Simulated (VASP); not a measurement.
# HfC (Imm2) in VASP: further runs

Runs on HfC. Level: PBEsol. Tasks: single point.

All numbers are computed with VASP 6.6.1; they aren't measurements. Logs are shortened: lines on timing, memory, paths and dates and some standing lists are left out, and cuts for length are marked.

### Step 1. The cell of the first run

It takes space group Imm2 (No. 44, orthorhombic). The conventional cell has a = 3.288 Å, b = 4.650 Å, c = 3.288 Å, α = 90.00°, β = 90.00°, γ = 90.00°. Hf (site symmetry mm2) has 6 C at 2.17 to 2.49 Å within 2.9 Å. Within 2.9 Å of C (site symmetry mm2) lie 6 Hf at 2.17 to 2.49 Å.

### Step 2. Single point, PBEsol (atom 2 (C) moved by (-0.225, +0.000) A along [1 1 0] and z)

File INCAR:

```
ALGO     = Normal         # electronic algorithm
EDIFF    = 1E-7           # SCF threshold, eV
ENCUT    = 520            # plane-wave cutoff, eV
GGA      = PS             # functional
ISIF     = 2              # what is computed and relaxed
ISMEAR   = 0              # smearing method
LASPH    = T              # aspherical terms in the spheres
LCHARG   = F              # write CHGCAR
LREAL    = F              # projectors in reciprocal space
LWAVE    = F              # write WAVECAR
NBANDS   = 14             # bands
NELM     = 80             # most SCF steps
PREC     = Accurate       # precision mode
SIGMA    = 0.15           # smearing width, eV
```

File KPOINTS:

```
k-points
0
Gamma
  18 18 18
```

File POSCAR:

```
HfC
1.0
    0.0000000000      2.3250000000      2.3250000000
    2.3250000000      0.0000000000      2.3250000000
    2.3250000000      2.3250000000      0.0000000000
Hf C
1 1
Direct
    0.5000000000      0.5000000000      0.5000000000
    0.0000000000      0.0000000000     -0.0684296885
```

Potentials or basis: VASP PAW PBE potentials, release 64 (Hf_pv, C).

Command:

```bash
> cat potpaw_PBE.64/Hf_pv/POTCAR potpaw_PBE.64/C/POTCAR > POTCAR
> mpirun -np 1 vasp_std > vasp.out
```

OUTCAR:

```text
EDIFF = 1E-7
   ENCUT = 520
   GGA = PS
   ISIF = 2
   ISMEAR = 0
   LASPH = T
   LREAL = F
   NELM = 80
   PREC = Accurate

 ion  position               nearest neighbor table
   1  0.500  0.500  0.500-   2 2.17   2 2.17   2 2.34   2 2.34   2 2.49   2 2.49
   2  0.000  0.000  0.932-   1 2.17   1 2.17   1 2.34   1 2.34   1 2.49   1 2.49

  LATTYP: Found a face centered cubic cell.
 ALAT       =     4.6500000000

  Lattice vectors:

 A1 = (   0.0000000000,   2.3250000000,   2.3250000000)
 A2 = (   2.3250000000,   0.0000000000,   2.3250000000)
 A3 = (   2.3250000000,   2.3250000000,   0.0000000000)

Analysis of symmetry for initial positions (statically):
=====================================================================
 Subroutine PRICEL returns:
 Original cell was already a primitive cell.

 Routine SETGRP: Setting up the symmetry group for a
 face centered cubic supercell.

 Subroutine GETGRP returns: Found  4 space group operations
 (whereof  4 operations were pure point group operations)
 out of a pool of 48 trial point group operations.

The static configuration has the point symmetry C_2v.

Analysis of symmetry for dynamics (positions and initial velocities):
=====================================================================
 Subroutine PRICEL returns:
 Original cell was already a primitive cell.

 Routine SETGRP: Setting up the symmetry group for a
 face centered cubic supercell.

 Subroutine GETGRP returns: Found  4 space group operations
 (whereof  4 operations were pure point group operations)
 out of a pool of 48 trial point group operations.

The dynamic configuration has the point symmetry C_2v.

 Subroutine INISYM returns: Found  4 space group operations
 (whereof  4 operations are pure point group operations),
 and found     1 'primitive' translations

----------------------------------------------------------------------------------------

                                     Primitive cell

  volume of cell :      25.1362

  direct lattice vectors                    reciprocal lattice vectors
     0.000000000  2.325000000  2.325000000    -0.215053763  0.215053763  0.215053763
     2.325000000  0.000000000  2.325000000     0.215053763 -0.215053763  0.215053763
     2.325000000  2.325000000  0.000000000     0.215053763  0.215053763 -0.215053763

  length of vectors
     3.288046533  3.288046533  3.288046533     0.372484045  0.372484045  0.372484045

  position of ions in fractional coordinates (direct lattice)
     0.500000000  0.500000000  0.500000000
     0.000000000  0.000000000  0.931570312

  ion indices of the primitive-cell ions
   primitive index   ion index
                 1           1
                 2           2

----------------------------------------------------------------------------------------

 KPOINTS: k-points

Automatic generation of k-mesh.
 Grid dimensions read from file:
 generate k-points for:   18   18   18

 Generating k-lattice:

  Cartesian coordinates                     Fractional coordinates (reciprocal lattice)
    -0.011947431  0.011947431  0.011947431     0.055555556  0.000000000  0.000000000
     0.011947431 -0.011947431  0.011947431     0.000000000  0.055555556  0.000000000
     0.011947431  0.011947431 -0.011947431     0.000000000  0.000000000  0.055555556

  Length of vectors
     0.020693558  0.020693558  0.020693558

  Shift w.r.t. Gamma in fractional coordinates (k-lattice)
     0.000000000  0.000000000  0.000000000

 Subroutine IBZKPT returns following result:
 ===========================================

 Found    865 irreducible k-points:

 Following reciprocal coordinates:
            Coordinates               Weight
  0.000000  0.000000  0.000000      1.000000
  0.055556  0.000000  0.000000      4.000000
  0.000000  0.000000  0.055556      4.000000
  0.111111  0.000000  0.000000      4.000000
  0.000000  0.000000  0.111111      4.000000
  0.166667  0.000000  0.000000      4.000000
[... 16 lines left out ...]
  0.000000  0.111111  0.055556      8.000000
  0.055556  0.000000  0.111111      8.000000
 [... further k-points ...]
   k-points           NKPTS =    865   k-points in BZ     NKDIM =    865   number of bands    NBANDS=     14
   number of dos      NEDOS =    301   number of ions     NIONS =      2
   total plane-waves  NPLWV =  13824
   dimension x,y,z NGX =    24 NGY =   24 NGZ =   24
   dimension x,y,z NGXF=    48 NGYF=   48 NGZF=   48
   ions per type =               1   1
   NGX,Y,Z   is equivalent  to a cutoff of  12.13, 12.13, 12.13 a.u.
   NGXF,Y,Z  is equivalent  to a cutoff of  24.27, 24.27, 24.27 a.u.
 SYSTEM =  unknown system
   PREC   = accura    normal or accurate (medium, high low for compatibility)
   ISTART =      0    job   : 0-new  1-cont  2-samecut
   ICHARG =      2    charge: 1-file 2-atom 10-const
   ISPIN  =      1    spin polarized calculation?
   LNONCOLLINEAR =      F non collinear calculations
   LSORBIT =      F    spin-orbit coupling
   LASPH  =      T    aspherical Exc in radial PAW
   ENCUT  =  520.0 eV  38.22 Ry    6.18 a.u.   6.11  6.11  6.11*2*pi/ulx,y,z
   NELM   =     80;   NELMIN=  2; NELMDL= -5     # of ELM steps
   EDIFF  = 0.1E-06   stopping-criterion for ELM
   LREAL  =      F    real-space projection
   EDIFFG = 0.1E-05   stopping-criterion for IOM
   NSW    =      0    number of steps for IOM
   IBRION =     -1    ionic relax: 0-MD 1-quasi-New 2-CG
   NFREE  =      0    steps in history (QN), initial steepest desc. (CG)
   ISIF   =      2    stress and relaxation
   ISYM   =      2    0-nonsym 1-usesym 2-fastsym
   POTIM  = 0.5000    time-step for ionic-motion
   TEBEG  =    0.0;   TEEND  =   0.0 temperature during run
   PSTRESS=    0.0 pullay stress
   NELECT =      14.0000    total number of electrons
   NUPDOWN=      -1.0000    fix difference up-down
   EMIN   =  10.00;   EMAX   =-10.00  energy-range for DOS
   EFERMI =   0.00;   METHOD = LEGACY
   ISMEAR =     0;   SIGMA  =   0.15  broadening in eV -4-tet -1-fermi 0-gaus
   EFERMI_NEDOS =   21; number of points for ismear=-14 and -15
   IALGO  =     38    algorithm
   IMIX   =      4    mixing-type and parameters
     AMIX     =   0.40;   BMIX     =  1.00
     AMIX_MAG =   1.60;   BMIX_MAG =  1.00
  volume/ion in A,a.u.               =      12.57        84.81
  Fermi-wavevector in a.u.,A,eV,Ry     =   1.346949  2.545365 24.684672  1.814272
  Thomas-Fermi vector in A             =   2.474740
   LORBIT       =      0    0 simple, 1 ext, 2 COOP (PROOUT), +10 PAW based schemes
   GGA     = PS    functional components
   LHFCALC =     F    Hartree Fock is set to
   AEXX    =    0.0000 exact exchange contribution
   IVDW    =     0    specifies the selected vdW correction
   LEPSILON=     F    determine dielectric tensor
   LRPA    =     F    only Hartree local field effects (RPA)
 non-spin polarized calculation
 Gauss-broadening in eV      SIGMA  =   0.15
  energy-cutoff  :      520.00
  volume of cell :       25.14
 maximum number of plane-waves:       700
   NGX = 13   NGY = 13   NGZ = 13

 number of electron      14.0000000 magnetization

 Free energy of the ion-electron system (eV)
  ---------------------------------------------------
  ext. energy  EPLUGINS =         0.00000000
  ---------------------------------------------------
  free energy    TOTEN  =       -22.00072162 eV

  energy without entropy =      -21.99944643  energy(sigma->0) =      -22.00008403

 E-fermi :   5.9790     XC(G=0): -12.4004

 val. band max:        5.9450360883   @ k =   0.1111   0.0000   0.0000
 cond. band min:       5.9870584638   @ k =   0.0000   0.0556   0.0556
 fundamental gap:      0.0420223754
 Fermi energy:         5.9790150077

 k-point     1 :       0.0000    0.0000    0.0000
  band No.  band energies     occupation
      1     -23.6987      2.00000
      2     -23.6960      2.00000
      3     -23.6897      2.00000
      4      -6.4477      2.00000
      5       5.5669      1.99990
      6       5.6918      1.99322
      7       6.0904      0.29345
      8       7.1207      0.00000
      9       8.1880      0.00000
     10       8.4783      0.00000
     11       9.7279      0.00000
     12      10.1831      0.00000
     13      12.5191      0.00000
     14      16.6427      0.00000

 k-point     2 :       0.0556    0.0000    0.0000
  band No.  band energies     occupation
      1     -23.7172      2.00000
      2     -23.6981      2.00000
      3     -23.6961      2.00000
      4      -6.3683      2.00000
      5       5.1612      2.00000
      6       5.6586      1.99748
      7       6.1333      0.14573
      8       7.1542      0.00000
      9       7.9891      0.00000
     10       8.3442      0.00000
     11      10.0775      0.00000
     12      10.6432      0.00000
     13      12.7021      0.00000
     14      16.8634      0.00000

 k-point     3 :       0.0000    0.0000    0.0556
  band No.  band energies     occupation
      1     -23.7194      2.00000
      2     -23.6995      2.00000
      3     -23.6919      2.00000
      4      -6.3699      2.00000
      5       5.2239      2.00000
      6       5.7077      1.98946
      7       5.8554      1.75607
      8       7.2351      0.00000
      9       8.1280      0.00000
     10       8.3755      0.00000
     11      10.1550      0.00000
     12      10.4644      0.00000
     13      12.7187      0.00000
     14      16.8690      0.00000

 k-point     4 :       0.1111    0.0000    0.0000
  band No.  band energies     occupation
      1     -23.7807      2.00000
      2     -23.7046      2.00000
      3     -23.7033      2.00000
      4      -6.1356      2.00000
      5       4.4838      2.00000
      6       5.3183      2.00000
      7       5.9450      1.25130
      8       7.2407      0.00000
      9       7.8195      0.00000
     10       8.3132      0.00000
     11      10.9296      0.00000
     12      11.5104      0.00000
     13      13.1892      0.00000
     14      17.4901      0.00000

 k-point     5 :       0.0000    0.0000    0.1111
  band No.  band energies     occupation
      1     -23.7824      2.00000
      2     -23.7058      2.00000
      3     -23.6982      2.00000
      4      -6.1418      2.00000
      5       4.5941      2.00000
      6       5.3377      2.00000
      7       5.4250      2.00000
      8       7.5080      0.00000
      9       8.0030      0.00000
     10       8.4486      0.00000
     11      11.0177      0.00000
[... 276 lines left out ...]
 k-point    22 :       0.1111    0.0556    0.0000
  band No.  band energies     occupation
      1     -23.7656      2.00000
      2     -23.7111      2.00000
      3     -23.7030      2.00000
      4      -6.1671      2.00000
      5       4.5030      2.00000
      6       5.4130      2.00000
      7       5.9041      1.51979
      8       7.3196      0.00000
      9       7.9318      0.00000
     10       8.2749      0.00000
     11      10.7407      0.00000
     12      11.3155      0.00000
     13      13.2502      0.00000
     14      17.4311      0.00000

 k-point    23 :       0.0000    0.1111    0.0556
  band No.  band energies     occupation
      1     -23.7624      2.00000
      2     -23.7123      2.00000
      3     -23.7061      2.00000
      4      -6.1628      2.00000
      5       4.5910      2.00000
      6       5.3353      2.00000
      7       5.9061      1.50808
      8       7.0307      0.00000
      9       7.9793      0.00000
     10       8.7446      0.00000
     11      10.2824      0.00000
     12      11.4995      0.00000
     13      13.2896      0.00000
     14      17.4235      0.00000

 k-point    24 :       0.0556    0.0000    0.1111
  band No.  band energies     occupation
      1     -23.7641      2.00000
      2     -23.7130      2.00000
      3     -23.7020      2.00000
      4      -6.1674      2.00000
      5       4.6729      2.00000
      6       5.2825      2.00000
      7       5.5988      1.99966
      8       7.1536      0.00000
      9       8.3135      0.00000
     10       8.6992      0.00000
     11      10.3172      0.00000
     12      11.3022      0.00000
     13      13.3259      0.00000
     14      17.4365      0.00000

 [... further k-points ...]

------------------------ aborting loop because EDIFF is reached ----------------------------------------

  FORCE on cell =-STRESS in cart. coord.  units (eV):
  Direction    XX          YY          ZZ          XY          YZ          ZX
  --------------------------------------------------------------------------------------
  -------------------------------------------------------------------------------------
  Total        0.0443049      0.0443049     -1.2528178     -0.3457937      0.0000000      0.0000000
  in kB        2.8239897      2.8239897    -79.8545410    -22.0408711      0.0000000      0.0000000
  external PRESSURE =     -24.7355205 kB  Pullay stress =       0.0000000 kB

 VOLUME and BASIS-vectors are now :
 -----------------------------------------------------------------------------
  energy-cutoff  :      520.00
  volume of cell :       25.14
      direct lattice vectors                 reciprocal lattice vectors
     0.000000000  2.325000000  2.325000000    -0.215053763  0.215053763  0.215053763
     2.325000000  0.000000000  2.325000000     0.215053763 -0.215053763  0.215053763
     2.325000000  2.325000000  0.000000000     0.215053763  0.215053763 -0.215053763

 POSITION                                       TOTAL-FORCE (eV/Angst)
 -----------------------------------------------------------------------------------
      2.32500      2.32500      2.32500        -1.153681     -1.153681      0.000000
      2.16590      2.16590      0.00000         1.153681      1.153681      0.000000
 -----------------------------------------------------------------------------------
    total drift:                                0.000021      0.000021     -0.000000

  FREE ENERGIE OF THE ION-ELECTRON SYSTEM (eV)
  ---------------------------------------------------
  free  energy   TOTEN  =       -22.0007216221 eV

  energy  without entropy=      -21.9994464285  energy(sigma->0) =      -22.00008403
```

Wall time 3.9 min (1 thread of Intel Xeon 8259CL, shared host); peak memory 0.41 GiB.

Results:

* Free energy: -22.0007 eV
* Pressure: -2.5 GPa
* Largest force: 1.632 eV/Å
* Band gap on the k mesh: zero (bands 7 and 8 overlap by 0.10 eV)

Forces in eV/Å, atoms in the order of the input:
```
Hf  -1.154 -1.154  0.000
C    1.154  1.154  0.000
```

Stress tensor (GPa, compression positive):
```
 0.28 -2.20  0.00
-2.20  0.28  0.00
 0.00  0.00 -7.99
```

Caveat: the cell differs from its parent crystal (atom 2 (C) moved by (-0.225, +0.000) A along [1 1 0] and z); the stress differs along the axes, from -8 to 0 GPa; the PAW data sets were made with another functional, which shifts forces and pressure a little; spin-orbit coupling is left out, which moves the levels of the heavy elements.

### Step 3. Single point, PBEsol (atom 2 (C) moved by (-0.450, +0.000) A along [1 1 0] and z)

File INCAR:

```
SYSTEM = HfC
PREC = Accurate
ENCUT = 520
EDIFF = 1E-6
ISMEAR = 0
SIGMA = 0.15
LREAL = .FALSE.
LASPH = .TRUE.
NELM = 60
ALGO = Normal
ISIF = 2
LWAVE = .FALSE.
LCHARG = .TRUE.
GGA = PS
LELF = .TRUE.
LVHAR = .TRUE.
NBANDS = 14
```

File KPOINTS:

```
Automatic mesh
0
G
  18 18 18
  0 0 0
```

Edit POSCAR of step 2 so:

```diff
@@ -9,2 +9,2 @@
     0.5000000000      0.5000000000      0.5000000000
-    0.0000000000      0.0000000000     -0.0684296885
+    0.0000000000      0.0000000000     -0.1368593770
```

Potentials or basis: VASP PAW PBE potentials, release 64 (Hf_pv, C).

Command:

```bash
> cat potpaw_PBE.64/Hf_pv/POTCAR potpaw_PBE.64/C/POTCAR > POTCAR
> mpirun -np 1 vasp_std > vasp.out
```

Run time: 4.8 min. Hardware: 1 thread of Intel Xeon 8259CL, shared host; peak memory 0.41 GiB.

The run converged. Its results:

```yaml
Free_energy: -21.3772 eV
Pressure: 11.5 GPa
Largest_force: 4.082 eV/Å
Band_gap_on_the_k_mesh: 0.82 eV (least direct gap 1.01 eV)
```

Forces in eV/Å, atoms in the order of the input:
```
Hf  -2.886 -2.886  0.000
C    2.886  2.886  0.000
```

Stress tensor (GPa, compression positive):
```
22.03 -8.30  0.00
-8.30 22.03  0.00
 0.00  0.00 -9.58
```

Levels at points of the mesh, in eV from the valence-band top:
```
           k point  band 3  band 4  band 5  band 6  band 7  band 8  band 9  band 10  band 11  band 12
(0.00, 0.00, 0.00)  -29.31  -12.04   -1.38   -0.95   -0.63    1.40    3.00     4.27     5.68     6.34
(0.50, 0.00, 0.00)  -29.41   -8.32   -5.92   -2.51   -1.85    4.14    4.43     5.95     6.21     9.25
(0.00, 0.00, 0.50)  -29.39   -8.85   -5.50   -2.99   -2.76    4.82    5.09     5.93     7.29    10.99
(0.50, 0.50, 0.00)  -29.57  -10.03   -3.46   -2.50   -0.51    2.86    6.36     6.79     6.79     7.39
(0.00, 0.50, 0.50)  -29.55   -9.90   -2.91   -2.25   -0.10    1.60    5.91     6.46     6.78     7.31
```

Caveat: the cell differs from its parent crystal (atom 2 (C) moved by (-0.450, +0.000) A along [1 1 0] and z); the stress differs along the axes, from -10 to 22 GPa; the PAW data sets were made with another functional, which shifts forces and pressure a little; spin-orbit coupling is left out, which moves the levels of the heavy elements. A k mesh can miss the band edges.

The gap in the log of VASP goes by the Fermi energy; the results here count the filled bands.